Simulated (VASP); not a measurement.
# Ho2O (P4/mmm) in VASP: further runs

Ho2O is run at these levels: PBE; tasks: single point.

Everything below comes from runs of VASP 6.6.1. Logs are shortened: lines on timing, memory, paths and dates and some standing lists are left out, and cuts for length are marked.

### Step 1. The cell of the first run

Symmetry: P4/mmm, No. 123, tetragonal system. Conventional cell: a = 6.008 Å, b = 6.008 Å, c = 8.328 Å, α = 90.00°, β = 90.00°, γ = 90.00°. Ho (site symmetry 4/mmm) has 2 O at 2.06 Å within 2.7 Å. Ho (site symmetry mmm) has 2 Ho at 3.00 Å and 4 O at 3.67 Å within 4.0 Å. Within 2.8 Å of Ho (site symmetry 4/mmm) lie 2 O at 2.10 Å. Within 2.7 Å of O (site symmetry 4mm) lie 2 Ho at 2.06 to 2.10 Å.

The cell was generated, and may not be a known phase.

### Step 2. Single point, PBE

The input, INCAR:

```
SYSTEM = Ho2O
ALGO = Normal ; EDIFF = 1E-6
ENCUT = 600 ; GGA = PE
GGA_COMPAT = .False. ; ISIF = 2
ISMEAR = 0 ; LASPH = .True.
LCHARG = .False. ; LMAXMIX = 6
LREAL = .False. ; LWAVE = .False.
NBANDS = 33 ; NELM = 200
PREC = Accurate ; SIGMA = 0.2
```

The input, KPOINTS:

```
k-points
0
Gamma
  4 4 2
  0 0 0
```

The input, POSCAR:

```
Ho2O
1.0
    6.0080931570      0.0000000000      0.0000000000
    0.0000000000      6.0080931570      0.0000000000
    0.0000000000      0.0000000000      8.3280281618
Ho O
4 2
Direct
    0.5000000000      0.5000000000      0.0000000000
    0.0000000000      0.5000000000      0.5000000000
    0.5000000000      0.0000000000      0.5000000000
    0.5000000000      0.5000000000      0.5000000000
    0.5000000000      0.5000000000      0.7523326797
    0.5000000000      0.5000000000      0.2476673203
```

Potentials or basis: VASP PAW PBE potentials, release 64 (Ho_3, O), 4f in core.

Started as:

```console
> cat potpaw_PBE.64/Ho_3/POTCAR potpaw_PBE.64/O/POTCAR > POTCAR
> mpirun -np 1 vasp_std > vasp.out
```

OUTCAR:

```text
SYSTEM = Ho2O
   EDIFF = 1E-6
   ENCUT = 600
   GGA = PE
   ISIF = 2
   ISMEAR = 0
   LASPH = .True.
   LREAL = .False.
   NELM = 200
   PREC = Accurate

 ion  position               nearest neighbor table
   1  0.500  0.500  0.000-   5 2.06   6 2.06
   2  0.000  0.500  0.500-   4 3.00   4 3.00
   3  0.500  0.000  0.500-   4 3.00   4 3.00
   4  0.500  0.500  0.500-   5 2.10   6 2.10   2 3.00   3 3.00   3 3.00   2 3.00
   5  0.500  0.500  0.752-   1 2.06   4 2.10
   6  0.500  0.500  0.248-   1 2.06   4 2.10

  LATTYP: Found a simple tetragonal cell.
 ALAT       =     6.0080931570
 C/A-ratio  =     1.3861349923

  Lattice vectors:

 A1 = (   6.0080931570,   0.0000000000,   0.0000000000)
 A2 = (   0.0000000000,   6.0080931570,   0.0000000000)
 A3 = (   0.0000000000,   0.0000000000,   8.3280281618)

Analysis of symmetry for initial positions (statically):
=====================================================================
 Subroutine PRICEL returns:
 Original cell was already a primitive cell.

 Routine SETGRP: Setting up the symmetry group for a
 simple tetragonal supercell.

 Subroutine GETGRP returns: Found 16 space group operations
 (whereof 16 operations were pure point group operations)
 out of a pool of 16 trial point group operations.

The static configuration has the point symmetry D_4h.

Analysis of symmetry for dynamics (positions and initial velocities):
=====================================================================
 Subroutine PRICEL returns:
 Original cell was already a primitive cell.

 Routine SETGRP: Setting up the symmetry group for a
 simple tetragonal supercell.

 Subroutine GETGRP returns: Found 16 space group operations
 (whereof 16 operations were pure point group operations)
 out of a pool of 16 trial point group operations.

The dynamic configuration has the point symmetry D_4h.

 Subroutine INISYM returns: Found 16 space group operations
 (whereof 16 operations are pure point group operations),
 and found     1 'primitive' translations

----------------------------------------------------------------------------------------

                                     Primitive cell

  volume of cell :     300.6184

  direct lattice vectors                    reciprocal lattice vectors
     6.008093157  0.000000000  0.000000000     0.166442160  0.000000000  0.000000000
     0.000000000  6.008093157  0.000000000     0.000000000  0.166442160  0.000000000
     0.000000000  0.000000000  8.328028162     0.000000000  0.000000000  0.120076443

  length of vectors
     6.008093157  6.008093157  8.328028162     0.166442160  0.166442160  0.120076443

  position of ions in fractional coordinates (direct lattice)
     0.500000000  0.500000000  0.000000000
     0.000000000  0.500000000  0.500000000
     0.500000000  0.000000000  0.500000000
     0.500000000  0.500000000  0.500000000
     0.500000000  0.500000000  0.752332680
     0.500000000  0.500000000  0.247667320

  ion indices of the primitive-cell ions
   primitive index   ion index
                 1           1
                 2           2
                 3           3
                 4           4
                 5           5
                 6           6

----------------------------------------------------------------------------------------

 KPOINTS: k-points

Automatic generation of k-mesh.
 Grid dimensions read from file:
 generate k-points for:    4    4    2

 Generating k-lattice:

  Cartesian coordinates                     Fractional coordinates (reciprocal lattice)
     0.041610540  0.000000000  0.000000000     0.250000000  0.000000000  0.000000000
     0.000000000  0.041610540  0.000000000     0.000000000  0.250000000  0.000000000
     0.000000000  0.000000000  0.060038222     0.000000000  0.000000000  0.500000000

  Length of vectors
     0.041610540  0.041610540  0.060038222

  Shift w.r.t. Gamma in fractional coordinates (k-lattice)
     0.000000000  0.000000000  0.000000000

 Subroutine IBZKPT returns following result:
 ===========================================

 Found     12 irreducible k-points:

 Following reciprocal coordinates:
            Coordinates               Weight
  0.000000  0.000000  0.000000      1.000000
  0.250000  0.000000  0.000000      4.000000
  0.500000  0.000000  0.000000      2.000000
  0.250000  0.250000  0.000000      4.000000
  0.500000  0.250000  0.000000      4.000000
  0.500000  0.500000  0.000000      1.000000
  0.000000  0.000000  0.500000      1.000000
  0.250000  0.000000  0.500000      4.000000
  0.500000  0.000000  0.500000      2.000000
  0.250000  0.250000  0.500000      4.000000
  0.500000  0.250000  0.500000      4.000000
  0.500000  0.500000  0.500000      1.000000
   k-points           NKPTS =     12   k-points in BZ     NKDIM =     12   number of bands    NBANDS=     33
   number of dos      NEDOS =    301   number of ions     NIONS =      6
   total plane-waves  NPLWV = 161280
   dimension x,y,z NGX =    48 NGY =   48 NGZ =   70
   dimension x,y,z NGXF=    96 NGYF=   96 NGZF=  140
   ions per type =               4   2
   NGX,Y,Z   is equivalent  to a cutoff of  13.28, 13.28, 13.97 a.u.
   NGXF,Y,Z  is equivalent  to a cutoff of  26.56, 26.56, 27.95 a.u.
 SYSTEM =  Ho2O
   PREC   = accura    normal or accurate (medium, high low for compatibility)
   ISTART =      0    job   : 0-new  1-cont  2-samecut
   ICHARG =      2    charge: 1-file 2-atom 10-const
   ISPIN  =      1    spin polarized calculation?
   LNONCOLLINEAR =      F non collinear calculations
   LSORBIT =      F    spin-orbit coupling
   LASPH  =      T    aspherical Exc in radial PAW
   ENCUT  =  600.0 eV  44.10 Ry    6.64 a.u.  12.00 12.00 16.63*2*pi/ulx,y,z
   NELM   =    200;   NELMIN=  2; NELMDL= -5     # of ELM steps
   EDIFF  = 0.1E-05   stopping-criterion for ELM
   LREAL  =      F    real-space projection
   EDIFFG = 0.1E-04   stopping-criterion for IOM
   NSW    =      0    number of steps for IOM
   IBRION =     -1    ionic relax: 0-MD 1-quasi-New 2-CG
   NFREE  =      0    steps in history (QN), initial steepest desc. (CG)
   ISIF   =      2    stress and relaxation
   ISYM   =      2    0-nonsym 1-usesym 2-fastsym
   POTIM  = 0.5000    time-step for ionic-motion
   TEBEG  =    0.0;   TEEND  =   0.0 temperature during run
   PSTRESS=    0.0 pullay stress
   NELECT =      48.0000    total number of electrons
   NUPDOWN=      -1.0000    fix difference up-down
   EMIN   =  10.00;   EMAX   =-10.00  energy-range for DOS
   EFERMI =   0.00;   METHOD = LEGACY
   ISMEAR =     0;   SIGMA  =   0.20  broadening in eV -4-tet -1-fermi 0-gaus
   EFERMI_NEDOS =   21; number of points for ismear=-14 and -15
   IALGO  =     38    algorithm
   IMIX   =      4    mixing-type and parameters
     AMIX     =   0.40;   BMIX     =  1.00
     AMIX_MAG =   1.60;   BMIX_MAG =  1.00
  volume/ion in A,a.u.               =      50.10       338.11
  Fermi-wavevector in a.u.,A,eV,Ry     =   0.888144  1.678349 10.732274  0.788800
  Thomas-Fermi vector in A             =   2.009535
   LORBIT       =      0    0 simple, 1 ext, 2 COOP (PROOUT), +10 PAW based schemes
   GGA     = PE    functional components
   LHFCALC =     F    Hartree Fock is set to
   AEXX    =    0.0000 exact exchange contribution
   IVDW    =     0    specifies the selected vdW correction
   LEPSILON=     F    determine dielectric tensor
   LRPA    =     F    only Hartree local field effects (RPA)
 non-spin polarized calculation
 Gauss-broadening in eV      SIGMA  =   0.20
  energy-cutoff  :      600.00
  volume of cell :      300.62
 maximum number of plane-waves:     10080
 NGX is ok and might be reduce to    48

 number of electron      48.0000005 magnetization

 Free energy of the ion-electron system (eV)
  ---------------------------------------------------
  ext. energy  EPLUGINS =         0.00000000
  ---------------------------------------------------
  free energy    TOTEN  =       -29.80851109 eV

  energy without entropy =      -29.71884067  energy(sigma->0) =      -29.76367588

 E-fermi :  -0.0958     XC(G=0):  -6.4855

 val. band max:       -0.1085310218   @ k =   0.2500   0.2500   0.5000
 cond. band min:      -0.0318511150   @ k =   0.2500   0.0000   0.5000
 fundamental gap:      0.0766799068
 Fermi energy:        -0.0957630368

 k-point     1 :       0.0000    0.0000    0.0000
  band No.  band energies     occupation
      1     -26.1073      2.00000
      2     -26.0966      2.00000
      3     -25.7978      2.00000
      4     -25.7978      2.00000
      5     -25.6447      2.00000
      6     -25.6447      2.00000
[... 25 lines left out ...]
     32       1.5958      0.00000
     33       1.8456      0.00000

 k-point     2 :       0.2500    0.0000    0.0000
  band No.  band energies     occupation
      1     -26.1053      2.00000
      2     -26.0977      2.00000
      3     -25.7937      2.00000
      4     -25.7356      2.00000
      5     -25.6482      2.00000
      6     -25.6457      2.00000
[... 25 lines left out ...]
     32       1.4392      0.00000
     33       1.5276      0.00000

 k-point     3 :       0.5000    0.0000    0.0000
  band No.  band energies     occupation
      1     -26.1019      2.00000
      2     -26.1002      2.00000
      3     -25.7894      2.00000
      4     -25.6621      2.00000
      5     -25.6542      2.00000
      6     -25.6519      2.00000
[... 25 lines left out ...]
     32       1.2377      0.00000
     33       1.4317      0.00000

 k-point     4 :       0.2500    0.2500    0.0000
  band No.  band energies     occupation
      1     -26.1037      2.00000
      2     -26.0984      2.00000
      3     -25.7413      2.00000
      4     -25.7223      2.00000
      5     -25.6601      2.00000
      6     -25.6373      2.00000
[... 241 lines left out ...]
     32       1.1949      0.00000
     33       1.9465      0.00000

 k-point    11 :       0.5000    0.2500    0.5000
  band No.  band energies     occupation
      1     -26.1010      2.00000
      2     -26.1002      2.00000
      3     -25.7304      2.00000
      4     -25.6689      2.00000
      5     -25.6594      2.00000
      6     -25.6363      2.00000
[... 25 lines left out ...]
     32       1.4647      0.00000
     33       1.5255      0.00000

 k-point    12 :       0.5000    0.5000    0.5000
  band No.  band energies     occupation
      1     -26.1002      2.00000
      2     -26.1002      2.00000
      3     -25.6817      2.00000
      4     -25.6752      2.00000
      5     -25.6424      2.00000
      6     -25.6291      2.00000
[... 25 lines left out ...]
     32       1.6894      0.00000
     33       1.7006      0.00000

------------------------ aborting loop because EDIFF is reached ----------------------------------------

  FORCE on cell =-STRESS in cart. coord.  units (eV):
  Direction    XX          YY          ZZ          XY          YZ          ZX
  --------------------------------------------------------------------------------------
  -------------------------------------------------------------------------------------
  Total        0.3192906      0.3192906      1.7541930      0.0000000     -0.0000000      0.0000000
  in kB        1.7016931      1.7016931      9.3491570      0.0000000     -0.0000000      0.0000000
  external PRESSURE =       4.2508477 kB  Pullay stress =       0.0000000 kB

 VOLUME and BASIS-vectors are now :
 -----------------------------------------------------------------------------
  energy-cutoff  :      600.00
  volume of cell :      300.62
      direct lattice vectors                 reciprocal lattice vectors
     6.008093157  0.000000000  0.000000000     0.166442160  0.000000000  0.000000000
     0.000000000  6.008093157  0.000000000     0.000000000  0.166442160  0.000000000
     0.000000000  0.000000000  8.328028162     0.000000000  0.000000000  0.120076443

 POSITION                                       TOTAL-FORCE (eV/Angst)
 -----------------------------------------------------------------------------------
      3.00405      3.00405      0.00000         0.000000     -0.000000     -0.000000
      0.00000      3.00405      4.16401         0.000000     -0.000000     -0.000000
      3.00405      0.00000      4.16401         0.000000     -0.000000     -0.000000
      3.00405      3.00405      4.16401         0.000000     -0.000000     -0.000000
      3.00405      3.00405      6.26545        -0.000000     -0.000000     -0.004919
      3.00405      3.00405      2.06258         0.000000      0.000000      0.004919
 -----------------------------------------------------------------------------------
    total drift:                                0.000000     -0.000000     -0.000000

  FREE ENERGIE OF THE ION-ELECTRON SYSTEM (eV)
  ---------------------------------------------------
  free  energy   TOTEN  =       -29.8085110877 eV

  energy  without entropy=      -29.7188406689  energy(sigma->0) =      -29.76367588
```

It took 4.6 min on 1 thread of Intel Xeon Platinum 8259CL at 2.50GHz (Skylake/Cascade Lake), shared host; peak memory 0.46 GiB.

Results:

| Item | Value |
| --- | --- |
| Free energy | -29.8085 eV |
| Pressure | 0.4 GPa |
| Largest force | 0.005 eV/Å |
| Band gap on the k mesh | zero (bands 24 and 25 overlap by 0.59 eV) |

Forces on the atoms (eV/Å):
```
Ho   0.000  0.000  0.000
Ho   0.000  0.000  0.000
Ho   0.000  0.000  0.000
Ho   0.000  0.000  0.000
O    0.000  0.000 -0.005
O    0.000  0.000  0.005
```

Stress tensor (GPa, compression positive):
```
0.17 0.00 0.00
0.00 0.17 0.00
0.00 0.00 0.93
```

Caveat: the k points lie up to 0.38 Å⁻¹ apart, too coarse for converged energies and pressures of a metal; spin-orbit coupling is left out, which moves the levels of the heavy elements; the 4f electrons are frozen in the core, so they carry no moment and show no levels; the run has no spin polarisation, though such a crystal can be magnetic. With open d or f shells a metallic result of PBE can be an artefact of self-interaction; +U or a hybrid may open a gap.

### Step 3. Single point, PBE

This run uses another cell than the first one: it holds 3 atoms, not 6.

The input, INCAR:

```
ALGO = Normal ; EDIFF = 1E-6
ENCUT = 600 ; GGA = PE
GGA_COMPAT = F ; ISIF = 2
ISMEAR = 0 ; LASPH = T
LCHARG = F ; LMAXMIX = 6
LREAL = F ; LWAVE = F
NBANDS = 19 ; NELM = 200
PREC = Accurate ; SIGMA = 0.2
```

The input, KPOINTS:

```
k-points
0
Gamma
  5 5 5
```

The input, POSCAR:

```
Ho2O
1.0
    4.2650563113      0.0000000000      0.0000000000
    0.0000000000      4.2650563113      0.0000000000
    0.0000000000      0.0000000000      2.9887043249
Ho O
2 1
Direct
    0.5000000000      0.0000000000      0.5000000000
    0.0000000000      0.5000000000      0.5000000000
    0.0000000000      0.0000000000      0.0000000000
```

Potentials or basis: VASP PAW PBE potentials, release 64 (Ho_3, O), 4f in core.

Started as:

```console
> cat potpaw_PBE.64/Ho_3/POTCAR potpaw_PBE.64/O/POTCAR > POTCAR
> mpirun -np 1 vasp_std > vasp.out
```

Run time: 34 s. Hardware: 1 thread of Intel Xeon 8259CL, shared host; peak memory 0.19 GiB.

Results (log left out):

```
Free energy            : -17.1346 eV
Pressure               : 0.4 GPa
Band gap on the k mesh : zero (bands 12 and 13 overlap by 2.09 eV)
```

Levels at points of the mesh, in eV from the Fermi level:
```tsv
k point	band 10	band 11	band 12	band 13	band 14	band 15
(0.00, 0.00, 0.00)	-4.43	-3.99	-1.52	-1.45	-0.45	0.56
```

Caveat: the k points lie up to 0.42 Å⁻¹ apart, too coarse for converged energies and pressures of a metal; spin-orbit coupling is left out, which moves the levels of the heavy elements; the 4f electrons are frozen in the core, so they carry no moment and show no levels; the run has no spin polarisation, though such a crystal can be magnetic.

### Step 4. Single point, PBE

This run uses another cell than the first one: it holds 3 atoms, not 6.

The input, INCAR:

```
SYSTEM = Ho2O
ALGO     = Normal         ! electronic algorithm
EDIFF    = 1E-6           ! SCF threshold, eV
ENCUT    = 600            ! plane-wave cutoff, eV
GGA      = PE             ! functional
GGA_COMPAT= .False.      
ISIF     = 2              ! what is computed and relaxed
ISMEAR   = 0              ! smearing method
LASPH    = .True.         ! aspherical terms in the spheres
LCHARG   = .True.         ! write CHGCAR
LELF     = .True.         ! ELF
LMAXMIX  = 6              ! l up to which the mixer works
LREAL    = .False.        ! projectors in reciprocal space
LVHAR    = .True.       
LWAVE    = .False.        ! write WAVECAR
NBANDS   = 19             ! bands
NELM     = 200            ! most SCF steps
PREC     = Accurate       ! precision mode
SIGMA    = 0.2            ! smearing width, eV
```

The input, KPOINTS:

```
k-points
0
Gamma
  4 4 6
  0 0 0
```

The input, POSCAR:

```
Ho2O
1.0
    4.2241816559      0.0000000000      0.0000000000
    0.0000000000      4.2241816559      0.0000000000
    0.0000000000      0.0000000000      3.0076499743
Ho O
2 1
Direct
    0.0000000000      0.5000000000      0.0000000000
    0.5000000000      0.0000000000      0.0000000000
    0.5000000000      0.5000000000      0.5000000000
```

Started as:

```console
> cat potpaw_PBE.64/Ho_3/POTCAR potpaw_PBE.64/O/POTCAR > POTCAR
> mpirun -np 1 vasp_std > vasp.out
```

It took 39 s on 1 thread of Intel Xeon 8259CL, shared host; peak memory 0.2 GiB.

The run converged. Its results:

```
Free energy            : -17.0923 eV
Pressure               : 1.0 GPa
Band gap on the k mesh : zero (bands 12 and 13 overlap by 2.18 eV)
```

Stress tensor (GPa, compression positive):
```
1.01 0.00 0.00
0.00 1.01 0.00
0.00 0.00 0.88
```

Levels at points of the mesh, in eV from the Fermi level:
```
           k point  band 9  band 10  band 11  band 12  band 13  band 14  band 15  band 16
(0.00, 0.00, 0.00)   -4.98    -4.50    -4.17    -1.60    -1.55    -0.36     0.44     3.69
(0.50, 0.00, 0.00)   -5.14    -4.54    -1.89    -1.35     0.19     1.19     2.10     2.62
(0.50, 0.50, 0.00)   -6.76    -4.92    -0.49    -0.49     0.28     0.28     0.36     3.11
(0.00, 0.00, 0.50)   -6.47    -6.47    -1.87    -0.49     0.97     0.97     1.86     3.86
(0.50, 0.00, 0.50)   -6.25    -5.24    -0.65     0.17     0.70     1.59     2.59     2.67
(0.50, 0.50, 0.50)   -4.93    -4.93    -3.21    -0.35    -0.35     0.78     3.57     3.84
```

Caveat: the k points lie up to 0.37 Å⁻¹ apart, too coarse for converged energies and pressures of a metal; spin-orbit coupling is left out, which moves the levels of the heavy elements; the 4f electrons are frozen in the core, so they carry no moment and show no levels; the run has no spin polarisation, though such a crystal can be magnetic.

### Step 5. The runs side by side

```tsv
cell	k mesh	gap on the mesh (eV)	pressure (GPa)
a = 6.008, b = 6.008, c = 8.328 Å, 6 atoms, atomic positions A	4 × 4 × 2	none	0.4
a = 4.265, b = 4.265, c = 2.989 Å, 3 atoms, atomic positions B	5 × 5 × 5	none	0.4
a = 4.224, b = 4.224, c = 3.008 Å, 3 atoms, atomic positions B	4 × 4 × 6	none	1.0
```

Alike in all rows: task single point; level PBE; potentials or basis VASP PAW PBE potentials, release 64 (Ho_3, O), 4f in core; no spin polarisation; cutoff (eV) 600; smearing gaussian 0.2 eV.

Caveats: all runs use coarse meshes; spin-orbit coupling is left out, which moves the levels of the heavy elements; the 4f electrons are frozen in the core, so they carry no moment and show no levels; the run has no spin polarisation, though such a crystal can be magnetic.

Absolute energies hang on the potentials; compare differences alone.

The gap in the log of VASP goes by the Fermi energy; the results here count the filled bands.